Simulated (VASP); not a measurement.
# Ga2BSb3 (P4/mmm) in VASP: relaxation of cell and atoms with PBE

Aim: the relaxation of cell and atoms of Ga2BSb3 with PBE.

Everything below comes from runs of VASP 6.6.1. Logs are shortened: lines on timing, memory, paths and dates and some standing lists are left out, and cuts for length are marked.

## 1. The cell of the first run

Symmetry: P4/mmm, No. 123, tetragonal system. Conventional cell: a = 4.083 Å, b = 4.083 Å, c = 8.451 Å, α = 90.00°, β = 90.00°, γ = 90.00°. Within 2.7 Å of Ga (site symmetry mmm) lie 6 Sb at 2.04 to 2.47 Å. B (site symmetry 4/mmm) has 10 Sb at 4.04 to 4.23 Å and 4 B at 4.08 Å and 8 Ga at 4.69 Å within 5.3 Å. Within 3.3 Å of Sb (site symmetry 4mm) lie 4 Ga at 2.47 Å and 5 Sb at 2.79 to 3.21 Å. Within 2.7 Å of Sb (site symmetry 4/mmm) lie 4 Ga at 2.04 Å.

The cell was generated, and may not be a known phase.

## 2. Relaxation of cell and atoms, PBE

INCAR

```
SYSTEM = Ga2BSb3
PREC     = Accurate       ! precision mode
ENCUT    = 560            ! plane-wave cutoff, eV
EDIFF    = 1E-7           ! SCF threshold, eV
ISMEAR   = 0              ! smearing method
SIGMA    = 0.1            ! smearing width, eV
LREAL    = .FALSE.        ! projectors in reciprocal space
LASPH    = .TRUE.         ! aspherical terms in the spheres
NELM     = 120            ! most SCF steps
ALGO     = Normal         ! electronic algorithm
ISIF     = 3              ! what is computed and relaxed
LWAVE    = .FALSE.        ! write WAVECAR
LCHARG   = .FALSE.        ! write CHGCAR
GGA      = PE             ! functional
IBRION   = 2              ! ionic algorithm
NSW      = 90             ! ionic steps
EDIFFG   = -0.04          ! ionic threshold
GGA_COMPAT= .FALSE.      
NELMIN   = 4
```

KPOINTS

```
Automatic mesh
0
G
  4 4 2
  0 0 0
```

POSCAR

```
Ga2BSb3
1.0
    4.0828762900      0.0000000000      0.0000000000
    0.0000000000      4.0828762900      0.0000000000
    0.0000000000      0.0000000000      8.4511006600
Ga B Sb
2 1 3
Direct
    0.0000000000      0.5000000000      0.0000000000
    0.5000000000      0.0000000000      0.0000000000
    0.5000000000      0.5000000000      0.5000000000
    0.0000000000      0.0000000000      0.8348444100
    0.0000000000      0.0000000000      0.1651555900
    0.5000000000      0.5000000000      0.0000000000
```

Potentials or basis: VASP PAW PBE potentials, release 64 (Ga_d, B, Sb_d_GW).

Launch:

```sh
> cat potpaw_PBE.64/Ga_d/POTCAR potpaw_PBE.64/B/POTCAR potpaw_PBE.64/Sb_d_GW/POTCAR > POTCAR
> mpirun -np 1 vasp_std > vasp.out
```

OUTCAR:

```text
SYSTEM = Ga2BSb3
   PREC = Accurate
   ENCUT = 560
   EDIFF = 1E-7
   ISMEAR = 0
   LREAL = .FALSE.
   LASPH = .TRUE.
   NELM = 120
   ISIF = 3
   GGA = PE
   IBRION = 2
   NSW = 90
   EDIFFG = -0.04
   NELMIN = 4

 ion  position               nearest neighbor table
   1  0.000  0.500  0.000-   6 2.04   6 2.04   4 2.47   4 2.47   5 2.47   5 2.47   2 2.89   2 2.89
                             2 2.89   2 2.89
   2  0.500  0.000  0.000-   6 2.04   6 2.04   4 2.47   5 2.47   4 2.47   5 2.47   1 2.89   1 2.89
                             1 2.89   1 2.89
   3  0.500  0.500  0.500-
   4  0.000  0.000  0.835-   1 2.47   2 2.47   1 2.47   2 2.47   5 2.79   6 3.21   6 3.21   6 3.21
                             6 3.21
   5  0.000  0.000  0.165-   1 2.47   2 2.47   1 2.47   2 2.47   4 2.79   6 3.21   6 3.21   6 3.21
                             6 3.21
   6  0.500  0.500  0.000-   1 2.04   2 2.04   2 2.04   1 2.04   4 3.21   4 3.21   5 3.21   5 3.21
                             4 3.21   5 3.21   4 3.21   5 3.21

  LATTYP: Found a simple tetragonal cell.
 ALAT       =     4.0828762900
 C/A-ratio  =     2.0698889851

  Lattice vectors:

 A1 = (   4.0828762900,   0.0000000000,   0.0000000000)
 A2 = (   0.0000000000,   4.0828762900,   0.0000000000)
 A3 = (   0.0000000000,   0.0000000000,   8.4511006600)

Analysis of symmetry for initial positions (statically):
=====================================================================
 Subroutine PRICEL returns:
 Original cell was already a primitive cell.

 Routine SETGRP: Setting up the symmetry group for a
 simple tetragonal supercell.

 Subroutine GETGRP returns: Found 16 space group operations
 (whereof 16 operations were pure point group operations)
 out of a pool of 16 trial point group operations.

The static configuration has the point symmetry D_4h.

Analysis of symmetry for dynamics (positions and initial velocities):
=====================================================================
 Subroutine PRICEL returns:
 Original cell was already a primitive cell.

 Routine SETGRP: Setting up the symmetry group for a
 simple tetragonal supercell.

 Subroutine GETGRP returns: Found 16 space group operations
 (whereof 16 operations were pure point group operations)
 out of a pool of 16 trial point group operations.

The dynamic configuration has the point symmetry D_4h.

 Subroutine INISYM returns: Found 16 space group operations
 (whereof 16 operations are pure point group operations),
 and found     1 'primitive' translations

----------------------------------------------------------------------------------------

                                     Primitive cell

  volume of cell :     140.8788

[... 72 lines left out ...]
   NGXF,Y,Z  is equivalent  to a cutoff of  26.06, 26.06, 27.54 a.u.
 SYSTEM =  Ga2BSb3
   PREC   = accura    normal or accurate (medium, high low for compatibility)
   ISTART =      0    job   : 0-new  1-cont  2-samecut
   ICHARG =      2    charge: 1-file 2-atom 10-const
   ISPIN  =      1    spin polarized calculation?
   LNONCOLLINEAR =      F non collinear calculations
   LSORBIT =      F    spin-orbit coupling
   LASPH  =      T    aspherical Exc in radial PAW
   ENCUT  =  560.0 eV  41.16 Ry    6.42 a.u.   7.88  7.88 16.31*2*pi/ulx,y,z
   NELM   =    120;   NELMIN=  4; NELMDL= -5     # of ELM steps
   EDIFF  = 0.1E-06   stopping-criterion for ELM
   LREAL  =      F    real-space projection
   EDIFFG = -.4E-01   stopping-criterion for IOM
   NSW    =     90    number of steps for IOM
   IBRION =      2    ionic relax: 0-MD 1-quasi-New 2-CG
   NFREE  =      1    steps in history (QN), initial steepest desc. (CG)
   ISIF   =      3    stress and relaxation
   ISYM   =      2    0-nonsym 1-usesym 2-fastsym
   POTIM  = 0.5000    time-step for ionic-motion
   TEBEG  =    0.0;   TEEND  =   0.0 temperature during run
   PSTRESS=    0.0 pullay stress
   NELECT =      74.0000    total number of electrons
   NUPDOWN=      -1.0000    fix difference up-down
   EMIN   =  10.00;   EMAX   =-10.00  energy-range for DOS
   EFERMI =   0.00;   METHOD = LEGACY
   ISMEAR =     0;   SIGMA  =   0.10  broadening in eV -4-tet -1-fermi 0-gaus
   EFERMI_NEDOS =   21; number of points for ismear=-14 and -15
   IALGO  =     38    algorithm
   IMIX   =      4    mixing-type and parameters
     AMIX     =   0.40;   BMIX     =  1.00
     AMIX_MAG =   1.60;   BMIX_MAG =  1.00
  volume/ion in A,a.u.               =      23.48       158.45
  Fermi-wavevector in a.u.,A,eV,Ry     =   1.320901  2.496140 23.739154  1.744779
  Thomas-Fermi vector in A             =   2.450693
   LORBIT       =      0    0 simple, 1 ext, 2 COOP (PROOUT), +10 PAW based schemes
   GGA     = PE    functional components
   LHFCALC =     F    Hartree Fock is set to
   AEXX    =    0.0000 exact exchange contribution
   IVDW    =     0    specifies the selected vdW correction
   LEPSILON=     F    determine dielectric tensor
   LRPA    =     F    only Hartree local field effects (RPA)
 conjugate gradient relaxation of ions
 non-spin polarized calculation
 Gauss-broadening in eV      SIGMA  =   0.10
  energy-cutoff  :      560.00
  volume of cell :      140.88
 maximum number of plane-waves:      4261
 NGX is ok and might be reduce to    32
   NGX = 15   NGY = 15   NGZ = 33

--------------------------------------- Ionic step        1  -------------------------------------------

 number of electron      74.0000050 magnetization

 Free energy of the ion-electron system (eV)
  ---------------------------------------------------
  ext. energy  EPLUGINS =         0.00000000
  ---------------------------------------------------
  free energy    TOTEN  =         0.77938253 eV

  energy without entropy =        0.80332441  energy(sigma->0) =        0.79135347

 E-fermi :   4.9388     XC(G=0):  -9.4953

 val. band max:        4.8703975686   @ k =   0.2500   0.2500   0.5000
 cond. band min:       5.0122370682   @ k =   0.5000   0.2500   0.0000
 fundamental gap:      0.1418394996
 Fermi energy:         4.9388031284
[... 1246 lines left out ...]
  FREE ENERGIE OF THE ION-ELECTRON SYSTEM (eV)
  ---------------------------------------------------
  free  energy   TOTEN  =       -16.1675021086 eV

  energy  without entropy=      -16.1015317548  energy(sigma->0) =      -16.13451693

[... ionic steps 4 to 43 ...]

--------------------------------------- Ionic step       44  -------------------------------------------

 number of electron      73.9999899 magnetization

------------------------ aborting loop because EDIFF is reached ----------------------------------------
[... 75 lines left out ...]
--------------------------------------- Ionic step       46  -------------------------------------------

 number of electron      73.9999892 magnetization

 Free energy of the ion-electron system (eV)
  ---------------------------------------------------
  ext. energy  EPLUGINS =         0.00000000
  ---------------------------------------------------
  free energy    TOTEN  =       -18.82457406 eV

  energy without entropy =      -18.80334768  energy(sigma->0) =      -18.81396087

 E-fermi :   3.0702     XC(G=0):  -8.8341

 val. band max:        3.0563961203   @ k =   0.5000   0.5000   0.0000
 cond. band min:       3.1053557854   @ k =   0.5000   0.0000   0.5000
 fundamental gap:      0.0489596651
 Fermi energy:         3.0701519394
[... 595 lines left out ...]
  FREE ENERGIE OF THE ION-ELECTRON SYSTEM (eV)
  ---------------------------------------------------
  free  energy   TOTEN  =       -18.8245740638 eV

  energy  without entropy=      -18.8033476811  energy(sigma->0) =      -18.81396087

 reached required accuracy - stopping structural energy minimisation
```

OSZICAR:

```text
N       E                     dE             d eps       ncg     rms          rms(c)
DAV:   1     0.824649372955E+03    0.82465E+03   -0.28942E+04  1672   0.164E+04
DAV:   2     0.221356270285E+03   -0.60329E+03   -0.59210E+03  2052   0.221E+03
DAV:   3     0.290150108563E+02   -0.19234E+03   -0.18897E+03  2088   0.478E+02
DAV:   4     0.148234843871E+01   -0.27533E+02   -0.26813E+02  2004   0.183E+02
[... 656 lines left out ...]
  42 F= -.18817273E+02 E0= -.18805402E+02  d E =-.428629E-02
       N       E                     dE             d eps       ncg     rms          rms(c)
DAV:   1    -0.189868305911E+02   -0.16956E+00   -0.51303E+00  1508   0.534E+01    0.224E+00
DAV:   2    -0.188730932434E+02    0.11374E+00   -0.54507E-01  1864   0.148E+01    0.120E+00
DAV:   3    -0.188350770478E+02    0.38016E-01   -0.82799E-02  1896   0.520E+00    0.605E-01
DAV:   4    -0.188240651291E+02    0.11012E-01   -0.23
```

CONTCAR:

```text
Ga2BSb3
   1.00000000000000
     6.0173505792255391    0.0000000000000000   -0.0000000000000000
     0.0000000000000000    6.0173505792255391   -0.0000000000000000
    -0.0000000000000000    0.0000000000000000    5.0692450835394673
  Ga              B               Sb
     2     1     3
Direct
     0.0000000000000000    0.5000000000000000    0.0000000000000000
     0.5000000000000000    0.0000000000000000    0.0000000000000000
     0.5000000000000000    0.5000000000000000    0.5000000000000000
     0.0000000000000000    0.0000000000000000    0.7487725819031368
     0.0000000000000000    0.0000000000000000    0.2512274180968630
     0.5000000000000000    0.5000000000000000    0.0000000000000000

  0.00000000E+00  0.00000000E+00  0.00000000E+00
  0.00000000E+00  0.00000000E+00  0.00000000E+00
  0.00000000E+00  0.00000000E+00  0.00000000E+00
  0.00000000E+00  0.00000000E+00  0.00000000E+00
  0.00000000E+00  0.00000000E+00  0.00000000E+00
  0.00000000E+00  0.00000000E+00  0.00000000E+00
```

Run time: 52 min. Hardware: 1 thread of AMD EPYC 9R45 (Zen 5), shared host; peak memory 0.3 GiB.

What came out:

```yaml
Free_energy: -18.8246 eV
Relaxed_volume: 30.59 Å³/atom
Relaxed_cell: a = 6.017 Å, b = 6.017 Å, c = 5.069 Å, α = 90.00°, β = 90.00°, γ = 90.00°
Space_group_after_relaxing_to_0.1_Å: P4/mmm (No. 123)
Energy_gained_by_relaxing: 3267.3 meV/atom
Ionic_steps: 46
Pressure_after_relaxing: 0.1 GPa
Largest_force_after_relaxing: 0.013 eV/Å
Band_gap_on_the_k_mesh: zero (bands 37 and 38 overlap by 0.90 eV)
```

Forces on the atoms (eV/Å):
```
Ga   0.000  0.000  0.000
Ga   0.000  0.000  0.000
B    0.000  0.000  0.000
Sb   0.000  0.000  0.013
Sb   0.000  0.000 -0.013
Sb   0.000  0.000  0.000
```

The path:
| step | energy change (eV) | largest force (eV/Å) | pressure (GPa) | volume (Å³) |
| --- | --- | --- | --- | --- |
| 1 | 0.0000 | 8.6872 | 71.09 | 140.88 |
| 3 | -16.9469 | 1.7580 | -2.73 | 263.18 |
| 5 | -17.1212 | 1.4249 | -0.82 | 242.34 |
| 7 | -17.8736 | 1.3229 | -1.03 | 238.14 |
| 9 | -18.1196 | 1.0383 | -1.32 | 234.50 |
| 11 | -18.4025 | 0.2467 | -1.10 | 229.04 |
| 13 | -18.4178 | 0.7673 | -0.93 | 227.57 |
| 15 | -18.7330 | 1.5325 | 1.81 | 192.49 |
| 17 | -18.6017 | 2.7531 | 3.63 | 184.69 |
| 19 | -18.6761 | 2.4518 | 3.70 | 181.39 |
| 21 | -18.8773 | 1.4328 | 4.41 | 166.82 |
| 23 | -18.9701 | 0.8861 | 5.02 | 150.05 |
| 25 | -19.3147 | 1.4600 | 1.23 | 158.72 |
| 27 | -19.3690 | 0.5946 | 0.77 | 158.75 |
| 29 | -19.4561 | 0.3382 | -0.59 | 162.89 |
| 31 | -19.4863 | 0.5464 | 0.49 | 162.89 |
| 33 | -19.4950 | 0.6837 | 1.87 | 162.78 |
| 35 | -19.5253 | 0.2276 | 1.86 | 165.79 |
| 37 | -19.5636 | 0.1737 | 1.07 | 171.97 |
| 39 | -19.5810 | 0.2172 | -0.10 | 177.69 |
| 41 | -19.5924 | 0.3563 | -0.17 | 181.03 |
| 43 | -19.6028 | 0.2232 | 0.11 | 183.08 |
| 45 | -19.6038 | 0.0677 | 0.09 | 183.44 |
| 46 | -19.6040 | 0.0126 | 0.05 | 183.55 |

Final structure:
```xyz
6
Lattice="6.0174 0.0000 0.0000 0.0000 6.0174 0.0000 0.0000 0.0000 5.0692" Properties=species:S:1:pos:R:3 pbc="T T T"
Ga    0.0000    3.0087    0.0000
Ga    3.0087    0.0000    0.0000
B     3.0087    3.0087    2.5346
Sb    0.0000    0.0000    3.7957
Sb    0.0000    0.0000    1.2735
Sb    3.0087    3.0087    0.0000
```

Caveat: the k points lie up to 0.62 Å⁻¹ apart in the final cell, too coarse for converged energies and pressures of a metal; the volume moved by over 15 % at a fixed basis, so the end points are rough; spin-orbit coupling is left out, which moves the levels of the heavy elements.

The gap in the log of VASP goes by the Fermi energy; the results here count the filled bands.